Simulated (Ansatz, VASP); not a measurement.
## SiB5: VASP beside Ansatz

```
Si B
1.0
     4.50350   -2.60000    0.00000
     4.50350    2.60000    0.00000
    -3.00195    0.00000    4.36787
Si B
2 10
Direct
  0.77920 0.77920 0.92710
  0.22080 0.22080 0.07290
  0.00990 0.00990 0.67360
  0.99010 0.99010 0.32640
  0.99020 0.34620 0.32640
  0.00980 0.65380 0.67360
  0.65380 0.00980 0.67360
  0.34620 0.99020 0.32640
  0.77920 0.36880 0.92710
  0.36880 0.77920 0.92710
  0.63120 0.22080 0.07290
  0.22080 0.63120 0.07290
```

Alike in both runs: task relaxation of cell and atoms; functional PBE; k mesh 4 × 4 × 4; occupations gaussian, width 0.2 eV; no spin polarisation.

|  | VASP | Ansatz |
| --- | --- | --- |
| version | VASP 6.6.1 | Ansatz 0.2.0 |
| potentials or method | VASP PAW PBE potentials, release 64 (Si, B), cutoff 600 eV | scalar-relativistic, plane waves, PAW |
| valence electrons in the cell | 38 | 38 |

Ansatz gave:

```
gap on the k mesh at the Fermi level, each at its own relaxed structure (eV) : none
relaxed volume (Å³/atom)                                                     : 9.01
relaxed cell length with the largest relative difference (Å)                 : 5.154
```

Problem. Estimate VASP's values.

Solution. gap on the k mesh at the Fermi level, each at its own relaxed structure (eV): none; relaxed volume (Å³/atom): 9.01; relaxed cell length with the largest relative difference (Å): 5.165.

A gap of «none» marks a metal or a gap that the smearing closes.

The k mesh is coarse, so the values compare programs but aren't converged.
